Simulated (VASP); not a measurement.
# SnO2 (P2_1/c) in VASP: notebook

The runs below take SnO2 through single point, with r2SCAN.

All numbers are computed with VASP 6.6.1; they aren't measurements. Logs are shortened: lines on timing, memory, paths and dates and some standing lists are left out, and cuts for length are marked.

## 1. The cell of the first run

Symmetry: P2_1/c, No. 14, monoclinic system. Conventional cell: a = 3.201 Å, b = 4.760 Å, c = 5.676 Å, α = 90.00°, β = 123.02°, γ = 90.00°. Sn (site symmetry -1) has 6 O at 2.05 to 2.08 Å within 2.7 Å. O (site symmetry 1) has 3 Sn at 2.05 to 2.08 Å and 1 O at 2.61 Å within 2.7 Å.

## 2. Single point, r2SCAN (strain +0.0225 x Voigt [0, 0, 0, 0, 1, 0])

The input, POSCAR:

```
SnO2
1.0
    4.7602164773      0.0000000000      0.0535524354
    0.0000000000      4.7602164773      0.0000000000
    0.0360063574      0.0000000000      3.2005650988
Sn O
2 4
Direct
    0.0000000000      0.0000000000      0.0000000000
    0.5000000000      0.5000000000      0.5000000000
    0.3058934984      0.3058934984      0.0000000000
    0.1941065016      0.8058934984      0.5000000000
    0.6941065016      0.6941065016      0.0000000000
    0.8058934984      0.1941065016      0.5000000000
```

The input, INCAR.step1:

```
PREC = Accurate
ENCUT = 520
ISMEAR = 0
SIGMA = 0.05
LREAL = False
LASPH = True
NELM = 80
NBANDS = 35
GGA = PE
ALGO = Normal
EDIFF = 1E-4
LWAVE = True
LCHARG = False
```

The input, INCAR.step2:

```
PREC = Accurate
ENCUT = 520
EDIFF = 1E-6
ISMEAR = 0
SIGMA = 0.05
LREAL = False
LASPH = True
NELM = 80
ALGO = Normal
ISIF = 2
LWAVE = False
LCHARG = False
METAGGA = R2SCAN
LMIXTAU = True
NBANDS = 35
ISTART = 1
```

The input, KPOINTS:

```
regular mesh
0
Gamma
  6 6 8
```

Potentials or basis: VASP PAW PBE potentials, release 64 (Sn_d, O).

Run with:

```
cat potpaw_PBE.64/Sn_d/POTCAR potpaw_PBE.64/O/POTCAR > POTCAR
cp INCAR.step1 INCAR
mpirun -np 1 vasp_std > vasp.out
cp INCAR.step2 INCAR
mpirun -np 1 vasp_std > vasp.out
```

OUTCAR:

```text
PREC = Accurate
   ENCUT = 520
   EDIFF = 1E-6
   ISMEAR = 0
   LREAL = False
   LASPH = True
   NELM = 80
   ISIF = 2
   METAGGA = R2SCAN
   ISTART = 1

 ion  position               nearest neighbor table
   1  0.000  0.000  0.000-   6 2.05   4 2.05   3 2.06   5 2.06   4 2.08   6 2.08   2 3.70   2 3.70
                             2 3.70   2 3.70   2 3.75   2 3.75   2 3.75   2 3.75
   2  0.500  0.500  0.500-   3 2.05   5 2.05   6 2.06   4 2.06   3 2.08   5 2.08   1 3.70   1 3.70
                             1 3.70   1 3.70   1 3.75   1 3.75   1 3.75   1 3.75
   3  0.306  0.306  0.000-   2 2.05   1 2.06   2 2.08
   4  0.194  0.806  0.500-   1 2.05   2 2.06   1 2.08
   5  0.694  0.694  0.000-   2 2.05   1 2.06   2 2.08
   6  0.806  0.194  0.500-   1 2.05   2 2.06   1 2.08

  LATTYP: Found a simple monoclinic cell.
 ALAT       =     3.2007676282
 B/A-ratio  =     1.4872108914
 C/A-ratio  =     1.4873050009
 COS(beta)  =    -0.0224971527

  Lattice vectors:

 A1 = (   0.0360063574,   0.0000000000,   3.2005650988)
 A2 = (   0.0000000000,   4.7602164773,   0.0000000000)
 A3 = (  -4.7602164773,   0.0000000000,  -0.0535524354)

Analysis of symmetry for initial positions (statically):
=====================================================================
 Subroutine PRICEL returns:
 Original cell was already a primitive cell.

 Routine SETGRP: Setting up the symmetry group for a
 simple monoclinic supercell.

 Subroutine GETGRP returns: Found  4 space group operations
 (whereof  2 operations were pure point group operations)
 out of a pool of  4 trial point group operations.

The static configuration has the point symmetry S_2 .
 The point group associated with its full space group is C_2h.

Analysis of symmetry for dynamics (positions and initial velocities):
=====================================================================
 Subroutine PRICEL returns:
 Original cell was already a primitive cell.

 Routine SETGRP: Setting up the symmetry group for a
 simple monoclinic supercell.

 Subroutine GETGRP returns: Found  4 space group operations
 (whereof  2 operations were pure point group operations)
 out of a pool of  4 trial point group operations.

The dynamic configuration has the point symmetry S_2 .
 The point group associated with its full space group is C_2h.

 Subroutine INISYM returns: Found  4 space group operations
 (whereof  2 operations are pure point group operations),
 and found     1 'primitive' translations
[... 97 lines left out ...]
   ISPIN  =      1    spin polarized calculation?
   LNONCOLLINEAR =      F non collinear calculations
   LSORBIT =      F    spin-orbit coupling
   LASPH  =      T    aspherical Exc in radial PAW
   ENCUT  =  520.0 eV  38.22 Ry    6.18 a.u.   8.85  8.85  5.95*2*pi/ulx,y,z
   NELM   =     80;   NELMIN=  2; NELMDL=  0     # of ELM steps
   EDIFF  = 0.1E-05   stopping-criterion for ELM
   LREAL  =      F    real-space projection
[... 7 lines left out ...]
   TEBEG  =    0.0;   TEEND  =   0.0 temperature during run
   PSTRESS=    0.0 pullay stress
   NELECT =      52.0000    total number of electrons
   NUPDOWN=      -1.0000    fix difference up-down
   EMIN   =  10.00;   EMAX   =-10.00  energy-range for DOS
   EFERMI =   0.00;   METHOD = LEGACY
   ISMEAR =     0;   SIGMA  =   0.05  broadening in eV -4-tet -1-fermi 0-gaus
   EFERMI_NEDOS =   21; number of points for ismear=-14 and -15
   IALGO  =     38    algorithm
   IMIX   =      4    mixing-type and parameters
     AMIX     =   0.40;   BMIX     =  1.00
     AMIX_MAG =   1.60;   BMIX_MAG =  1.00
  volume/ion in A,a.u.               =      12.09        81.56
  Fermi-wavevector in a.u.,A,eV,Ry     =   1.465326  2.769065 29.214160  2.147180
  Thomas-Fermi vector in A             =   2.581196
   LORBIT       =      0    0 simple, 1 ext, 2 COOP (PROOUT), +10 PAW based schemes
   METAGGA = R2SCAN    functional components
   LHFCALC =     F    Hartree Fock is set to
   AEXX    =    0.0000 exact exchange contribution
   IVDW    =     0    specifies the selected vdW correction
   LEPSILON=     F    determine dielectric tensor
   LRPA    =     F    only Hartree local field effects (RPA)
 non-spin polarized calculation
 Gauss-broadening in eV      SIGMA  =   0.05
  energy-cutoff  :      520.00
  volume of cell :       72.51
 maximum number of plane-waves:      1976
   NGX = 17   NGY = 17   NGZ = 11

 number of electron      51.9999997 magnetization

 Free energy of the ion-electron system (eV)
  ---------------------------------------------------
  ext. energy  EPLUGINS =         0.00000000
  ---------------------------------------------------
  free energy    TOTEN  =       -84.61567263 eV

  energy without entropy =      -84.61567263  energy(sigma->0) =      -84.61567263

 E-fermi :   5.8696     XC(G=0): -11.9698

 val. band max:        5.5617760547   @ k =   0.0000   0.0000   0.0000
 cond. band min:       7.3551247738   @ k =   0.0000   0.0000   0.0000
 fundamental gap:      1.7933487190
 Fermi energy:         5.8696281345

 k-point     1 :       0.0000    0.0000    0.0000
  band No.  band energies     occupation
      1     -16.1807      2.00000
      2     -15.2694      2.00000
      3     -14.9759      2.00000
      4     -14.9662      2.00000
      5     -14.9433      2.00000
      6     -14.8971      2.00000
[... 901 lines left out ...]
     34      18.5607      0.00000
     35      18.8009      0.00000

 [... further k-points ...]

------------------------ aborting loop because EDIFF is reached ----------------------------------------

  FORCE on cell =-STRESS in cart. coord.  units (eV):
  Direction    XX          YY          ZZ          XY          YZ          ZX
  --------------------------------------------------------------------------------------
  -------------------------------------------------------------------------------------
  Total        0.4585829      0.4477512      0.7099043      0.0000000      0.0000000     -1.2332918
  in kB       10.1321902      9.8928677     15.6850276      0.0000000      0.0000000    -27.2490483
  external PRESSURE =      11.9033618 kB  Pullay stress =       0.0000000 kB

 VOLUME and BASIS-vectors are now :
 -----------------------------------------------------------------------------
  energy-cutoff  :      520.00
  volume of cell :       72.51
      direct lattice vectors                 reciprocal lattice vectors
     4.760216477  0.000000000  0.053552435     0.210101071  0.000000000 -0.002363637
     0.000000000  4.760216477  0.000000000     0.000000000  0.210074480  0.000000000
     0.036006357  0.000000000  3.200565099    -0.003515449  0.000000000  0.312484373

 POSITION                                       TOTAL-FORCE (eV/Angst)
 -----------------------------------------------------------------------------------
      0.00000      0.00000      0.00000         0.000000     -0.000000     -0.000000
      2.39811      2.38011      1.62706         0.000000     -0.000000     -0.000000
      1.45612      1.45612      0.01638        -0.023846     -0.022693      0.124547
      0.94199      3.83623      1.61068         0.023846     -0.022693     -0.124547
      3.30410      3.30410      0.03717         0.023846      0.022693     -0.124547
      3.85423      0.92399      1.64344        -0.023846      0.022693      0.124547
 -----------------------------------------------------------------------------------
    total drift:                                0.000000      0.000000      0.000000

  FREE ENERGIE OF THE ION-ELECTRON SYSTEM (eV)
  ---------------------------------------------------
  free  energy   TOTEN  =       -84.6156726293 eV

  energy  without entropy=      -84.6156726293  energy(sigma->0) =      -84.61567263
```

Run time: 8 min. Hardware: 1 thread of Intel Xeon Platinum 8488C (Sapphire Rapids), shared host; peak memory 0.32 GiB.

Results:

| Item | Value |
| --- | --- |
| Free energy | -84.6157 eV |
| Pressure | 1.2 GPa |
| Largest force | 0.129 eV/Å |
| Band gap on the k mesh | 1.79 eV |

Forces on the atoms (eV/Å):
```
Sn   0.000  0.000  0.000
Sn   0.000  0.000  0.000
O   -0.024 -0.023  0.125
O    0.024 -0.023 -0.125
O    0.024  0.023 -0.125
O   -0.024  0.023  0.125
```

Stress tensor (GPa, compression positive):
```
 1.01  0.00 -2.72
 0.00  0.99  0.00
-2.72  0.00  1.57
```

Caveat: the cell differs from its parent crystal (strain +0.0225 x Voigt [0, 0, 0, 0, 1, 0]); the PAW data sets were made with another functional, which shifts forces and pressure a little; spin-orbit coupling is left out, which moves the levels of the heavy elements.

## 3. Single point, r2SCAN (strain +0.0075 x Voigt [0, 0, 0, 0, 1, 0])

Edit POSCAR of step 2 so:

```diff
@@ -2,5 +2,5 @@
 1.0
-    4.7602164773      0.0000000000      0.0535524354
+    4.7602164773      0.0000000000      0.0178508118
     0.0000000000      4.7602164773      0.0000000000
-    0.0360063574      0.0000000000      3.2005650988
+    0.0120021191      0.0000000000      3.2005650988
 Sn O
```

Edit INCAR.step1 of step 2 so:

```diff
@@ -6,3 +6,3 @@
 LASPH = True
-NELM = 80
+NELM = 100
 NBANDS = 35
```

The input, INCAR.step2:

```
PREC = Accurate
ENCUT = 520
EDIFF = 1E-7
ISMEAR = 0
SIGMA = 0.05
LREAL = False
LASPH = True
NELM = 100
ALGO = Normal
ISIF = 2
LWAVE = False
LCHARG = True
METAGGA = R2SCAN
LMIXTAU = True
LELF = True
LVHAR = True
NBANDS = 35
ISTART = 1
```

KPOINTS is that of step 2.

Potentials or basis: VASP PAW PBE potentials, release 64 (Sn_d, O).

Run with:

```
cat potpaw_PBE.64/Sn_d/POTCAR potpaw_PBE.64/O/POTCAR > POTCAR
cp INCAR.step1 INCAR
mpirun -np 1 vasp_std > vasp.out
cp INCAR.step2 INCAR
mpirun -np 1 vasp_std > vasp.out
```

It took 8.9 min on 1 thread of Intel Xeon Platinum 8488C (Sapphire Rapids), shared host; peak memory 0.32 GiB.

The run converged. Its results:

```yaml
Free_energy: -84.6280 eV
Pressure: 1.1 GPa
Largest_force: 0.049 eV/Å
Band_gap_on_the_k_mesh: 1.79 eV
```

Forces in eV/Å, atoms in the order of the input:
```
Sn   0.000  0.000  0.000
Sn   0.000  0.000  0.000
O   -0.019 -0.018  0.041
O    0.019 -0.018 -0.041
O    0.019  0.018 -0.041
O   -0.019  0.018  0.041
```

Stress tensor (GPa, compression positive):
```
 0.92  0.00 -0.91
 0.00  0.92  0.00
-0.91  0.00  1.45
```

Levels at points of the mesh, in eV from the valence-band top:
```tsv
k point	band 22	band 23	band 24	band 25	band 26	band 27	band 28	band 29	band 30	band 31
(0.00, 0.00, 0.00)	-1.22	-1.22	-0.78	-0.78	0.00	1.79	6.81	7.05	7.05	11.10
(0.50, 0.00, 0.00)	-1.97	-1.17	-1.17	-0.62	-0.62	5.00	5.00	7.81	7.81	11.89
(0.00, 0.50, 0.00)	-1.97	-1.17	-1.17	-0.62	-0.62	5.00	5.00	7.81	7.81	11.89
(0.50, 0.50, 0.00)	-1.96	-1.30	-1.30	-0.92	-0.92	5.44	5.44	8.22	8.22	11.92
(0.00, 0.00, 0.50)	-2.59	-1.67	-1.67	-1.27	-1.27	6.87	6.87	10.53	10.53	11.55
(0.50, 0.00, 0.50)	-1.72	-1.13	-1.09	-0.71	-0.67	7.14	7.15	8.81	8.89	11.93
(0.00, 0.50, 0.50)	-1.73	-1.11	-1.11	-0.69	-0.69	7.15	7.15	8.85	8.85	11.93
(0.50, 0.50, 0.50)	-2.35	-0.96	-0.96	-0.85	-0.85	5.52	5.52	9.65	9.65	11.90
```

Caveat: the cell differs from its parent crystal (strain +0.0075 x Voigt [0, 0, 0, 0, 1, 0]); the PAW data sets were made with another functional, which shifts forces and pressure a little; spin-orbit coupling is left out, which moves the levels of the heavy elements.

## 4. Single point, r2SCAN (strain +0.0150 x Voigt [0, 0, 0, 0, 1, 0])

Edit POSCAR of step 3 so:

```diff
@@ -2,5 +2,5 @@
 1.0
-    4.7602164773      0.0000000000      0.0178508118
+    4.7602164773      0.0000000000      0.0357016236
     0.0000000000      4.7602164773      0.0000000000
-    0.0120021191      0.0000000000      3.2005650988
+    0.0240042382      0.0000000000      3.2005650988
 Sn O
```

The input, INCAR.step1:

```
SYSTEM = SnO2
PREC = Accurate
ENCUT = 520
ISMEAR = 0
SIGMA = 0.05
LREAL = .FALSE.
LASPH = .TRUE.
NELM = 80
NBANDS = 35
GGA = PE
ALGO = Normal
EDIFF = 1E-4
LWAVE = .TRUE.
LCHARG = .FALSE.
```

The input, INCAR.step2:

```
SYSTEM = SnO2
PREC = Accurate
ENCUT = 520
EDIFF = 1E-7
ISMEAR = 0
SIGMA = 0.05
LREAL = .FALSE.
LASPH = .TRUE.
NELM = 80
ALGO = Normal
ISIF = 2
LWAVE = .FALSE.
LCHARG = .TRUE.
METAGGA = R2SCAN
LMIXTAU = .TRUE.
LELF = .TRUE.
LVHAR = .TRUE.
NBANDS = 35
ISTART = 1
```

The input, KPOINTS:

```
Automatic mesh
0
G
  6 6 8
  0 0 0
```

Run with:

```
cat potpaw_PBE.64/Sn_d/POTCAR potpaw_PBE.64/O/POTCAR > POTCAR
cp INCAR.step1 INCAR
mpirun -np 1 vasp_std > vasp.out
cp INCAR.step2 INCAR
mpirun -np 1 vasp_std > vasp.out
```

Wall time 11 min (1 thread of Intel Xeon 8259CL, shared host); peak memory 0.32 GiB.

Results (log left out):

| Property | Result |
| --- | --- |
| Free energy | -84.6234 eV |
| Pressure | 1.1 GPa |
| Largest force | 0.088 eV/Å |
| Band gap on the k mesh | 1.79 eV |

Forces on the atoms (eV/Å):
```
Sn   0.000  0.000  0.000
Sn   0.000  0.000  0.000
O   -0.021 -0.020  0.083
O    0.021 -0.020 -0.083
O    0.021  0.020 -0.083
O   -0.021  0.020  0.083
```

Stress tensor (GPa, compression positive):
```
 0.96  0.00 -1.82
 0.00  0.95  0.00
-1.82  0.00  1.50
```

Levels at points of the mesh, in eV from the valence-band top:
| k point | band 23 | band 24 | band 25 | band 26 | band 27 | band 28 | band 29 | band 30 |
| --- | --- | --- | --- | --- | --- | --- | --- | --- |
| (0.00, 0.00, 0.00) | -1.22 | -0.78 | -0.78 | 0.00 | 1.79 | 6.81 | 7.04 | 7.05 |
| (0.50, 0.00, 0.00) | -1.17 | -1.17 | -0.62 | -0.62 | 5.00 | 5.00 | 7.80 | 7.80 |
| (0.00, 0.50, 0.00) | -1.17 | -1.17 | -0.62 | -0.62 | 5.00 | 5.00 | 7.80 | 7.80 |
| (0.50, 0.50, 0.00) | -1.30 | -1.30 | -0.92 | -0.92 | 5.44 | 5.44 | 8.21 | 8.21 |
| (0.00, 0.00, 0.50) | -1.67 | -1.67 | -1.27 | -1.27 | 6.87 | 6.87 | 10.52 | 10.52 |
| (0.50, 0.00, 0.50) | -1.16 | -1.06 | -0.73 | -0.65 | 7.14 | 7.15 | 8.77 | 8.92 |
| (0.00, 0.50, 0.50) | -1.11 | -1.11 | -0.69 | -0.69 | 7.15 | 7.15 | 8.85 | 8.85 |
| (0.50, 0.50, 0.50) | -0.97 | -0.97 | -0.85 | -0.85 | 5.52 | 5.52 | 9.65 | 9.65 |

Caveat: the cell differs from its parent crystal (strain +0.0150 x Voigt [0, 0, 0, 0, 1, 0]); the PAW data sets were made with another functional, which shifts forces and pressure a little; spin-orbit coupling is left out, which moves the levels of the heavy elements.

## 5. The runs side by side

| cell | gap on the mesh (eV) | pressure (GPa) | largest force (eV/Å) |
| --- | --- | --- | --- |
| a = 4.761, b = 4.760, c = 3.201 Å, angles 90.0, 88.7, 90.0°, 6 atoms | 1.79 | 1.2 | 0.13 |
| a = 4.760, b = 4.760, c = 3.201 Å, angles 90.0, 89.6, 90.0°, 6 atoms | 1.79 | 1.1 | 0.05 |
| a = 4.760, b = 4.760, c = 3.201 Å, angles 90.0, 89.1, 90.0°, 6 atoms | 1.79 | 1.1 | 0.09 |

Alike in all rows: task single point; level r2SCAN; potentials or basis VASP PAW PBE potentials, release 64 (Sn_d, O); no spin polarisation; k mesh 6 × 6 × 8; cutoff (eV) 520; smearing gaussian 0.05 eV.

Caveats: the PAW data sets were made with another functional, which shifts forces and pressure a little; spin-orbit coupling is left out, which moves the levels of the heavy elements.

Total energies depend on the potentials used, so only differences within one code and one set of settings carry meaning.
